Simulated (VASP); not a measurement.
# Cd (P6_3/mmc) in VASP: further runs

Runs on Cd. Level: PBE. Tasks: single point.

All numbers are computed with VASP 6.6.1; they aren't measurements. Logs are shortened: lines on timing, memory, paths and dates and some standing lists are left out, and cuts for length are marked.

## Step 1: The cell of the first run

Symmetry: P6_3/mmc, No. 194, hexagonal system. The conventional cell has a = 3.068 Å, b = 3.068 Å, c = 5.618 Å, α = 90.00°, β = 90.00°, γ = 120.00°. Within 4.0 Å of Cd (site symmetry -6m2) lie 12 Cd at 3.07 to 3.32 Å.

## Step 2: Single point, PBE (strain +0.0300 x Voigt [1, 1, 0, 0, 0, 0])

The input, INCAR:

```
PREC = Accurate
ENCUT = 520
EDIFF = 1E-6
ISMEAR = 0
SIGMA = 0.15
LREAL = False
LASPH = True
NELM = 80
ALGO = Fast
ISIF = 2
LWAVE = False
LCHARG = False
GGA = PE
NBANDS = 19
```

The input, KPOINTS:

```
regular mesh
0
Gamma
  18 18 8
```

The input, POSCAR:

```
Cd
1.0
    3.0682386833      0.0000000000      0.0000000000
   -1.5341193416      2.6571726446      0.0000000000
    0.0000000000      0.0000000000      5.6176500000
Cd
2
Direct
    0.3333333333      0.6666666667      0.2500000000
    0.6666666667      0.3333333333      0.7500000000
```

Potentials or basis: VASP PAW PBE potentials, release 64 (Cd).

Launch:

```bash
> cat potpaw_PBE.64/Cd/POTCAR > POTCAR
> mpirun -np 1 vasp_std > vasp.out
```

OUTCAR:

```text
PREC = Accurate
   ENCUT = 520
   EDIFF = 1E-6
   ISMEAR = 0
   LREAL = False
   LASPH = True
   NELM = 80
   ISIF = 2
   GGA = PE

 ion  position               nearest neighbor table
   1  0.333  0.667  0.250-   2 3.32   2 3.32   2 3.32   2 3.32   2 3.32   2 3.32
   2  0.667  0.333  0.750-   1 3.32   1 3.32   1 3.32   1 3.32   1 3.32   1 3.32

  LATTYP: Found a hexagonal cell.
 ALAT       =     3.0682386833
 C/A-ratio  =     1.8309038441

  Lattice vectors:

 A1 = (   3.0682386833,   0.0000000000,   0.0000000000)
 A2 = (  -1.5341193416,   2.6571726446,   0.0000000000)
 A3 = (   0.0000000000,   0.0000000000,   5.6176500000)

Analysis of symmetry for initial positions (statically):
=====================================================================
 Subroutine PRICEL returns:
 Original cell was already a primitive cell.

 Routine SETGRP: Setting up the symmetry group for a
 hexagonal supercell.

 Subroutine GETGRP returns: Found 24 space group operations
 (whereof 12 operations were pure point group operations)
 out of a pool of 24 trial point group operations.

The static configuration has the point symmetry D_3d.
 The point group associated with its full space group is D_6h.

Analysis of symmetry for dynamics (positions and initial velocities):
=====================================================================
 Subroutine PRICEL returns:
 Original cell was already a primitive cell.

 Routine SETGRP: Setting up the symmetry group for a
 hexagonal supercell.

 Subroutine GETGRP returns: Found 24 space group operations
 (whereof 12 operations were pure point group operations)
 out of a pool of 24 trial point group operations.

The dynamic configuration has the point symmetry D_3d.
 The point group associated with its full space group is D_6h.

 Subroutine INISYM returns: Found 24 space group operations
 (whereof 12 operations are pure point group operations),
 and found     1 'primitive' translations

----------------------------------------------------------------------------------------

                                     Primitive cell

  volume of cell :      45.7998

  direct lattice vectors                    reciprocal lattice vectors
     3.068238683  0.000000000  0.000000000     0.325919885  0.188169934  0.000000000
    -1.534119342  2.657172645  0.000000000     0.000000000  0.376339867  0.000000000
     0.000000000  0.000000000  5.617650000     0.000000000  0.000000000  0.178010378

  length of vectors
     3.068238683  3.068238683  5.617650000     0.376339867  0.376339867  0.178010378

  position of ions in fractional coordinates (direct lattice)
     0.333333333  0.666666667  0.250000000
     0.666666667  0.333333333  0.750000000

  ion indices of the primitive-cell ions
   primitive index   ion index
                 1           1
                 2           2

----------------------------------------------------------------------------------------

 KPOINTS: regular mesh

Automatic generation of k-mesh.
 Grid dimensions read from file:
 generate k-points for:   18   18    8

 Generating k-lattice:

  Cartesian coordinates                     Fractional coordinates (reciprocal lattice)
     0.018106660  0.010453885  0.000000000     0.055555556  0.000000000  0.000000000
     0.000000000  0.020907770  0.000000000     0.000000000  0.055555556  0.000000000
     0.000000000  0.000000000  0.022251297     0.000000000  0.000000000  0.125000000

  Length of vectors
     0.020907770  0.020907770  0.022251297

  Shift w.r.t. Gamma in fractional coordinates (k-lattice)
     0.000000000  0.000000000  0.000000000

 Subroutine IBZKPT returns following result:
 ===========================================

 Found    185 irreducible k-points:

 Following reciprocal coordinates:
            Coordinates               Weight
  0.000000  0.000000  0.000000      1.000000
  0.055556  0.000000  0.000000      6.000000
  0.111111  0.000000  0.000000      6.000000
  0.166667  0.000000  0.000000      6.000000
  0.222222  0.000000  0.000000      6.000000
  0.277778  0.000000  0.000000      6.000000
[... 16 lines left out ...]
  0.333333  0.111111  0.000000     12.000000
  0.388889  0.111111  0.000000     12.000000
 [... further k-points ...]
   k-points           NKPTS =    185   k-points in BZ     NKDIM =    185   number of bands    NBANDS=     19
   number of dos      NEDOS =    301   number of ions     NIONS =      2
   total plane-waves  NPLWV =  24192
   dimension x,y,z NGX =    24 NGY =   24 NGZ =   42
   dimension x,y,z NGXF=    48 NGYF=   48 NGZF=   84
   ions per type =               2
   NGX,Y,Z   is equivalent  to a cutoff of  13.00, 13.00, 12.43 a.u.
   NGXF,Y,Z  is equivalent  to a cutoff of  26.01, 26.01, 24.86 a.u.
 SYSTEM =  unknown system
   PREC   = accura    normal or accurate (medium, high low for compatibility)
   ISTART =      0    job   : 0-new  1-cont  2-samecut
   ICHARG =      2    charge: 1-file 2-atom 10-const
   ISPIN  =      1    spin polarized calculation?
   LNONCOLLINEAR =      F non collinear calculations
   LSORBIT =      F    spin-orbit coupling
   LASPH  =      T    aspherical Exc in radial PAW
   ENCUT  =  520.0 eV  38.22 Ry    6.18 a.u.   5.70  5.70 10.45*2*pi/ulx,y,z
   NELM   =     80;   NELMIN=  2; NELMDL= -5     # of ELM steps
   EDIFF  = 0.1E-05   stopping-criterion for ELM
   LREAL  =      F    real-space projection
   EDIFFG = 0.1E-04   stopping-criterion for IOM
   NSW    =      0    number of steps for IOM
   IBRION =     -1    ionic relax: 0-MD 1-quasi-New 2-CG
   NFREE  =      0    steps in history (QN), initial steepest desc. (CG)
   ISIF   =      2    stress and relaxation
   ISYM   =      2    0-nonsym 1-usesym 2-fastsym
   POTIM  = 0.5000    time-step for ionic-motion
   TEBEG  =    0.0;   TEEND  =   0.0 temperature during run
   PSTRESS=    0.0 pullay stress
   NELECT =      24.0000    total number of electrons
   NUPDOWN=      -1.0000    fix difference up-down
   EMIN   =  10.00;   EMAX   =-10.00  energy-range for DOS
   EFERMI =   0.00;   METHOD = LEGACY
   ISMEAR =     0;   SIGMA  =   0.15  broadening in eV -4-tet -1-fermi 0-gaus
   EFERMI_NEDOS =   21; number of points for ismear=-14 and -15
   IALGO  =     68    algorithm
   IMIX   =      4    mixing-type and parameters
     AMIX     =   0.40;   BMIX     =  1.00
     AMIX_MAG =   1.60;   BMIX_MAG =  1.00
  volume/ion in A,a.u.               =      22.90       154.54
  Fermi-wavevector in a.u.,A,eV,Ry     =   1.319848  2.494152 23.701346  1.742000
  Thomas-Fermi vector in A             =   2.449717
   LORBIT       =      0    0 simple, 1 ext, 2 COOP (PROOUT), +10 PAW based schemes
   GGA     = PE    functional components
   LHFCALC =     F    Hartree Fock is set to
   AEXX    =    0.0000 exact exchange contribution
   IVDW    =     0    specifies the selected vdW correction
   LEPSILON=     F    determine dielectric tensor
   LRPA    =     F    only Hartree local field effects (RPA)
 non-spin polarized calculation
 RMM-DIIS sequential band-by-band and
 Gauss-broadening in eV      SIGMA  =   0.15
  energy-cutoff  :      520.00
  volume of cell :       45.80
 maximum number of plane-waves:      1250
 NGX is ok and might be reduce to    24
   NGX = 11   NGY = 11   NGZ = 21

 number of electron      24.0000013 magnetization

 Free energy of the ion-electron system (eV)
  ---------------------------------------------------
  ext. energy  EPLUGINS =         0.00000000
  ---------------------------------------------------
  free energy    TOTEN  =        -1.49573571 eV

  energy without entropy =       -1.48926514  energy(sigma->0) =       -1.49250042

 E-fermi :   2.6365     XC(G=0): -10.7288

 val. band max:        2.6034578019   @ k =   0.3889   0.0000   0.0000
 cond. band min:       2.6455662961   @ k =   0.3889   0.0556   0.0000
 fundamental gap:      0.0421084942
 Fermi energy:         2.6364629893

 k-point     1 :       0.0000    0.0000    0.0000
  band No.  band energies     occupation
      1      -7.0434      2.00000
      2      -6.7794      2.00000
      3      -6.5287      2.00000
      4      -6.5287      2.00000
      5      -6.4776      2.00000
      6      -6.4776      2.00000
[... 11 lines left out ...]
     18      17.5689      0.00000
     19      17.7363      0.00000

 k-point     2 :       0.0556    0.0000    0.0000
  band No.  band energies     occupation
      1      -7.0171      2.00000
      2      -6.7601      2.00000
      3      -6.5367      2.00000
      4      -6.5045      2.00000
      5      -6.4862      2.00000
      6      -6.4544      2.00000
[... 11 lines left out ...]
     18      17.5321      0.00000
     19      18.0112      0.00000

 k-point     3 :       0.1111    0.0000    0.0000
  band No.  band energies     occupation
      1      -6.9507      2.00000
      2      -6.7200      2.00000
      3      -6.5558      2.00000
      4      -6.5013      2.00000
      5      -6.4341      2.00000
      6      -6.3871      2.00000
[... 11 lines left out ...]
     18      17.1477      0.00000
     19      17.8705      0.00000

 k-point     4 :       0.1667    0.0000    0.0000
  band No.  band energies     occupation
      1      -6.8967      2.00000
      2      -6.6748      2.00000
      3      -6.6025      2.00000
      4      -6.4639      2.00000
      5      -6.3244      2.00000
      6      -6.2962      2.00000
[... 11 lines left out ...]
     18      15.5607      0.00000
     19      16.1454      0.00000

 k-point     5 :       0.2222    0.0000    0.0000
  band No.  band energies     occupation
      1      -6.9190      2.00000
      2      -6.6910      2.00000
      3      -6.5699      2.00000
      4      -6.4330      2.00000
      5      -6.3667      2.00000
      6      -6.2298      2.00000
[... 11 lines left out ...]
     18      15.1494      0.00000
     19      15.4197      0.00000
[... 334 lines left out ...]
      2      -6.6995      2.00000
      3      -6.5829      2.00000
      4      -6.5124      2.00000
      5      -6.3883      2.00000
      6      -6.3166      2.00000
[... 11 lines left out ...]
     18      14.2930      0.00000
     19      14.8490      0.00000

 k-point    22 :       0.2778    0.1111    0.0000
  band No.  band energies     occupation
      1      -6.9613      2.00000
      2      -6.7612      2.00000
      3      -6.7032      2.00000
      4      -6.4221      2.00000
      5      -6.4063      2.00000
      6      -6.2634      2.00000
[... 11 lines left out ...]
     18      13.7127      0.00000
     19      14.4395      0.00000

 k-point    23 :       0.3333    0.1111    0.0000
  band No.  band energies     occupation
      1      -7.0235      2.00000
      2      -6.8174      2.00000
      3      -6.7952      2.00000
      4      -6.4405      2.00000
      5      -6.3239      2.00000
      6      -6.3182      2.00000
[... 11 lines left out ...]
     18      13.2721      0.00000
     19      14.1332      0.00000

 k-point    24 :       0.3889    0.1111    0.0000
  band No.  band energies     occupation
      1      -7.0644      2.00000
      2      -6.8550      2.00000
      3      -6.8526      2.00000
      4      -6.4425      2.00000
      5      -6.3730      2.00000
      6      -6.2622      2.00000
[... 11 lines left out ...]
     18      12.9963      0.00000
     19      13.9463      0.00000

 [... further k-points ...]
[... 5 lines left out ...]
  --------------------------------------------------------------------------------------
  -------------------------------------------------------------------------------------
  Total       -0.0678889     -0.0678889      0.0921686     -0.0000000     -0.0000000      0.0000000
  in kB       -2.3749031     -2.3749031      3.2242588     -0.0000000     -0.0000000      0.0000000
  external PRESSURE =      -0.5085158 kB  Pullay stress =       0.0000000 kB

 VOLUME and BASIS-vectors are now :
 -----------------------------------------------------------------------------
  energy-cutoff  :      520.00
  volume of cell :       45.80
      direct lattice vectors                 reciprocal lattice vectors
     3.068238683  0.000000000  0.000000000     0.325919885  0.188169934  0.000000000
    -1.534119342  2.657172645  0.000000000     0.000000000  0.376339867  0.000000000
     0.000000000  0.000000000  5.617650000     0.000000000  0.000000000  0.178010378

 POSITION                                       TOTAL-FORCE (eV/Angst)
 -----------------------------------------------------------------------------------
     -0.00000      1.77145      1.40441         0.000000     -0.000000     -0.000000
      1.53412      0.88572      4.21324        -0.000000      0.000000      0.000000
 -----------------------------------------------------------------------------------
    total drift:                               -0.000000      0.000000      0.000000

  FREE ENERGIE OF THE ION-ELECTRON SYSTEM (eV)
  ---------------------------------------------------
  free  energy   TOTEN  =        -1.4957357081 eV

  energy  without entropy=       -1.4892651387  energy(sigma->0) =       -1.49250042
```

Wall time 37 s (1 thread of Intel Xeon 6975P-C (Granite Rapids), shared host); peak memory 0.25 GiB.

What came out:

```yaml
Free_energy: -1.4957 eV
Pressure: -0.1 GPa
Band_gap_on_the_k_mesh: zero (bands 12 and 13 overlap by 3.95 eV)
```

Levels at points of the mesh, in eV from the Fermi level:
| k point | band 9 | band 10 | band 11 | band 12 | band 13 | band 14 | band 15 | band 16 |
| --- | --- | --- | --- | --- | --- | --- | --- | --- |
| (0.00, 0.00, 0.00) | -8.55 | -8.50 | -8.50 | -2.82 | -2.75 | 10.90 | 13.69 | 13.69 |
| (0.50, 0.00, 0.00) | -8.30 | -8.27 | -2.34 | -2.04 | 1.96 | 2.91 | 2.91 | 5.07 |
| (0.00, 0.00, 0.50) | -8.61 | -8.61 | -7.09 | -7.09 | 3.94 | 3.94 | 14.19 | 14.19 |
| (0.50, 0.00, 0.50) | -8.28 | -8.28 | -1.49 | -1.49 | -0.22 | -0.22 | 8.04 | 8.04 |

Caveat: the cell differs from its parent crystal (strain +0.0300 x Voigt [1, 1, 0, 0, 0, 0]).

## Step 3: Single point, PBE (strain +0.0350 x Voigt [1, 1, 0, 0, 0, 0])

The input, INCAR:

```
SYSTEM = Cd
PREC = Accurate
ENCUT = 520
EDIFF = 1E-7
ISMEAR = 0
SIGMA = 0.15
LREAL = .False.
LASPH = .True.
NELM = 60
ALGO = Fast
ISIF = 2
LWAVE = .False.
LCHARG = .False.
GGA = PE
NBANDS = 19
```

The input, KPOINTS:

```
Automatic mesh
0
Gamma
  18 18 8
  0 0 0
```

The input, POSCAR:

```
Cd
1.0
    3.0831330459      0.0000000000      0.0000000000
   -1.5415665229      2.6700715410      0.0000000000
    0.0000000000      0.0000000000      5.6176500000
Cd
2
Direct
    0.3333333333      0.6666666667      0.2500000000
    0.6666666667      0.3333333333      0.7500000000
```

Potentials or basis: VASP PAW PBE potentials, release 64 (Cd).

Launch:

```bash
> cat potpaw_PBE.64/Cd/POTCAR > POTCAR
> mpirun -np 1 vasp_std > vasp.out
```

Wall time 38 s (1 thread of Intel Xeon 6975P-C (Granite Rapids), shared host); peak memory 0.25 GiB.

The run converged. Its results:

```yaml
Free_energy: -1.4943 eV
Pressure: -0.5 GPa
Band_gap_on_the_k_mesh: zero (bands 12 and 13 overlap by 3.86 eV)
```

Stress tensor (GPa, compression positive):
```
-0.74  0.00  0.00
 0.00 -0.74  0.00
 0.00  0.00  0.03
```

Levels at points of the mesh, in eV from the Fermi level:
```
           k point  band 10  band 11  band 12  band 13  band 14  band 15
(0.00, 0.00, 0.00)    -8.47    -8.47    -2.77    -2.68    10.98    13.52
(0.50, 0.00, 0.00)    -8.26    -2.31    -2.05     1.98     2.89     2.92
(0.00, 0.00, 0.50)    -8.58    -7.01    -7.01     4.00     4.00    14.11
(0.50, 0.00, 0.50)    -8.27    -1.45    -1.45    -0.24    -0.24     8.06
```

Caveat: the cell differs from its parent crystal (strain +0.0350 x Voigt [1, 1, 0, 0, 0, 0]).

## Step 4: Single point, PBE (strain +0.0400 x Voigt [1, 1, 0, 0, 0, 0])

The input, INCAR:

```
SYSTEM = Cd
PREC     = Accurate       ! precision mode
ENCUT    = 520            ! plane-wave cutoff, eV
EDIFF    = 1E-6           ! SCF threshold, eV
ISMEAR   = 0              ! smearing method
SIGMA    = 0.15           ! smearing width, eV
LREAL    = .False.        ! projectors in reciprocal space
LASPH    = .True.         ! aspherical terms in the spheres
NELM     = 80             ! most SCF steps
ALGO     = Fast           ! electronic algorithm
ISIF     = 2              ! what is computed and relaxed
LWAVE    = .False.        ! write WAVECAR
LCHARG   = .False.        ! write CHGCAR
GGA      = PE             ! functional
NBANDS   = 19             ! bands
```

KPOINTS is that of step 3.

The input, POSCAR:

```
Cd
1.0
    3.0980274084      0.0000000000      0.0000000000
   -1.5490137042      2.6829704373      0.0000000000
    0.0000000000      0.0000000000      5.6176500000
Cd
2
Direct
    0.3333333333      0.6666666667      0.2500000000
    0.6666666667      0.3333333333      0.7500000000
```

Launch:

```bash
> cat potpaw_PBE.64/Cd/POTCAR > POTCAR
> mpirun -np 1 vasp_std > vasp.out
```

It took 38 s on 1 thread of Intel Xeon 6975P-C (Granite Rapids), shared host; peak memory 0.25 GiB.

It converged, with:

```
Free energy            : -1.4915 eV
Pressure               : -0.9 GPa
Band gap on the k mesh : zero (bands 12 and 13 overlap by 3.76 eV)
```

Stress tensor (GPa, compression positive):
```
-1.21  0.00  0.00
 0.00 -1.21  0.00
 0.00  0.00 -0.23
```

Levels at points of the mesh, in eV from the Fermi level:
```
           k point  band 10  band 11  band 12  band 13  band 14  band 15
(0.00, 0.00, 0.00)    -8.45    -8.40    -2.71    -2.60    11.06    13.36
(0.50, 0.00, 0.00)    -8.24    -2.28    -2.05     2.01     2.88     2.93
(0.00, 0.00, 0.50)    -8.56    -6.94    -6.94     4.07     4.07    14.04
(0.50, 0.00, 0.50)    -8.26    -1.42    -1.42    -0.26    -0.26     8.07
```

Caveat: the cell differs from its parent crystal (strain +0.0400 x Voigt [1, 1, 0, 0, 0, 0]).

## Step 5: Overview

| cell | further INCAR settings | gap on the mesh (eV) | pressure (GPa) |
| --- | --- | --- | --- |
| a = 3.068, b = 3.068, c = 5.618 Å, angles 90.0, 90.0, 120.0°, 2 atoms | ALGO = Fast; EDIFF = 1e-06; NBANDS = 19 | none | -0.1 |
| a = 3.083, b = 3.083, c = 5.618 Å, angles 90.0, 90.0, 120.0°, 2 atoms | ALGO = Fast; EDIFF = 1e-07; NBANDS = 19 | none | -0.5 |
| a = 3.098, b = 3.098, c = 5.618 Å, angles 90.0, 90.0, 120.0°, 2 atoms | ALGO = Fast; EDIFF = 1e-06; NBANDS = 19 | none | -0.9 |

Alike in all rows: task single point; level PBE; potentials or basis VASP PAW PBE potentials, release 64 (Cd); no spin polarisation; k mesh 18 × 18 × 8; cutoff (eV) 520; smearing gaussian 0.15 eV.

Absolute energies hang on the potentials; compare differences alone.
